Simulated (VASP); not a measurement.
Wanted: the native input for a VASP 6.6.1 run.

- Task: relaxation of shape and atoms at fixed volume
- Functional: PBE
- Potentials or basis: VASP PAW PBE potentials, release 64 (Re)
- Cutoff: 600 eV
- k mesh: 18 × 18 × 10
- Occupations: gaussian, width 0.1 eV
- Spin: no spin polarisation
- Dipole correction: no
- Further INCAR settings: ALGO = Normal; EDIFF = 1e-07; IBRION = 2; EDIFFG = -0.01; NSW = 50; ISIF = 4

The structure of Re lies in POSCAR:

```
Re
1.0
    2.8023132889      0.0000000000      0.0000000000
   -1.4011566445      2.4268744976      0.0000000000
    0.0000000000      0.0000000000      4.5284785476
Re
2
Direct
    0.3333333333      0.6666666667      0.2500000000
    0.6666666667      0.3333333333      0.7500000000
```

These files were run (other wordings do the same):

INCAR

```
PREC = Accurate
ENCUT = 600
EDIFF = 1E-7
ISMEAR = 0
SIGMA = 0.1
LREAL = False
LASPH = True
NELM = 80
ALGO = Normal
ISIF = 4
LWAVE = False
LCHARG = False
GGA = PE
IBRION = 2
NSW = 50
EDIFFG = -0.01
```

KPOINTS

```
Automatic mesh
0
Gamma
  18 18 10
```

Potentials or basis: VASP PAW PBE potentials, release 64 (Re).

The run is started by

```bash
$ cat potpaw_PBE.64/Re/POTCAR > POTCAR
$ mpirun -np 1 vasp_std > vasp.out
```

It gave:

```
Energy gained by relaxing : 0.0 meV/atom
Ionic steps               : 3
Pressure after relaxing   : -10.7 GPa
Band gap on the k mesh    : zero (bands 7 and 8 overlap by 2.93 eV)
```

Caveat: spin-orbit coupling is left out, which moves the levels of the heavy elements.

It took 92 s on 1 thread of AMD EPYC 9R45 96-Core Processor (Zen 5) (shared host), peak memory 0.19 GiB.
